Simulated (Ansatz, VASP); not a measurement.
**MgZrC in VASP and in Ansatz**

The input INCAR:

```
SYSTEM = MgZrC
PREC = Accurate
ENCUT = 520
EDIFF = 1E-7
ISMEAR = 0
SIGMA = 0.1
LREAL = .False.
LASPH = .True.
NELM = 150
ALGO = Normal
ISIF = 2
LWAVE = .False.
LCHARG = .False.
ISPIN = 2
MAGMOM = 0 1 0
LORBIT = 11
LMAXMIX = 4
GGA = PE
NBANDS = 20
```

Contents of KPOINTS:

```
Automatic mesh
0
Gamma
  6 6 4
  0 0 0
```

Contents of POSCAR:

```
MgZrC
1.0
    3.8434166100      0.0000000000      0.0000000000
   -1.9217083100      3.3284964200      0.0000000000
    0.0000000000      0.0000000000      4.2750356300
Mg Zr C
1 1 1
Direct
    0.0000000000      0.0000000000      0.0000000000
    0.6666666700      0.3333333300      0.5000000000
    0.3333333300      0.6666666700      0.5000000000
```

Input for Ansatz:

```yaml
crystal:
  lattice:
    - [3.84341661, 0.0, 0.0]
    - [-1.92170831, 3.32849642, 0.0]
    - [0.0, 0.0, 4.27503563]
  atoms:
    - { symbol: Mg, position: [0.0, 0.0, 0.0] }
    - { symbol: Zr, position: [0.66666667, 0.33333333, 0.5], spin: 1.0 }
    - { symbol: C, position: [0.33333333, 0.66666667, 0.5] }
basis:
  ecutwfc: 420
kpoints:
  mp_grid: { grid: [6, 6, 4] }
hamiltonian:
  xc: pbe
scf:
  occupations: { method: gaussian, width: 0.1 }
  lower_state_search: "off"
output:
  forces: true
  stress: true
  eigenvalues: true
  populations: true
magnetization:
  spin_polarized: true
```

Change from the starting cell: species swapped into the SrAlGe type (P-6m2, No. 187).

Alike in both runs: task single point; functional PBE; k mesh 6 × 6 × 4; occupations gaussian, width 0.1 eV; collinear spin.

```csv
,VASP,Ansatz
version,VASP 6.6.1,Ansatz 0.2.0
potentials or method,"VASP PAW PBE potentials, release 64 (Mg, Zr_sv, C), cutoff 520 eV","scalar-relativistic, plane waves, PAW"
valence electrons in the cell,18,26
```

Ansatz gave:

- gap on the k mesh at the Fermi level (eV): none
- pressure (GPa): -3.4
- traceless stress, the component that is largest in VASP (GPa): 7.69
- net moment per atom (μB): 0.00

Problem. Which values does VASP return?

Solution. gap on the k mesh at the Fermi level (eV): none; pressure (GPa): -3.4; traceless stress, the component that is largest in VASP (GPa): 7.59; net moment per atom (μB): 0.00.

A gap of «none» marks a metal or a gap that the smearing closes. VASP's potentials hold 18 valence electrons a cell and Ansatz's 26, so a difference there can come from the potentials and not from the codes. Ansatz's warnings: seeded moment not kept.

The k mesh is coarse, so the values compare programs but aren't converged.
